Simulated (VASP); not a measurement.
ScB2P3, 6 atoms in the cell. Symmetry: P-4m2, No. 115, tetragonal system. Conventional cell: a = 3.424 Å, b = 3.424 Å, c = 6.558 Å, α = 90.00°, β = 90.00°, γ = 90.00°. Within 3.2 Å of Sc (site symmetry -4m2) lie 8 P at 2.42 to 2.89 Å and 4 B at 2.77 Å. Within 2.8 Å of B (site symmetry 2mm) lie 7 P at 2.05 to 2.77 Å and 2 Sc at 2.77 Å. P (site symmetry 2mm) has 5 B at 2.05 to 2.43 Å within 2.7 Å. Within 3.2 Å of P (site symmetry -4m2) lie 4 Sc at 2.42 Å and 4 B at 2.77 Å and 4 P at 2.89 Å. The cell was generated, and may not be a known phase.

```yaml
Program: VASP 6.6.1
Task: single point
Functional: PBE
Potentials_or_basis: VASP PAW PBE potentials, release 64 (Sc_sv, B, P)
Cutoff: 500 eV
k_mesh: 5 × 5 × 2
Occupations: gaussian, width 0.2 eV
Spin: no spin polarisation
Dipole_correction: no
Further_INCAR_settings: ALGO = Normal; EDIFF = 1e-06; NBANDS = 25
```

Potentials or basis: VASP PAW PBE potentials, release 64 (Sc_sv, B, P).

Run with:

```sh
$ cat potpaw_PBE.64/Sc_sv/POTCAR potpaw_PBE.64/B/POTCAR potpaw_PBE.64/P/POTCAR > POTCAR
$ mpirun -np 1 vasp_std > vasp.out
```

Hardware: 1 thread of Intel Xeon 8259CL, with other jobs on the host.

Q: How long does it take, and how much memory?

A: Wall time 41 s on 1 thread of Intel Xeon 8259CL, on a shared host, peak memory 0.19 GiB. Counts: scf iterations 13, k points 12.
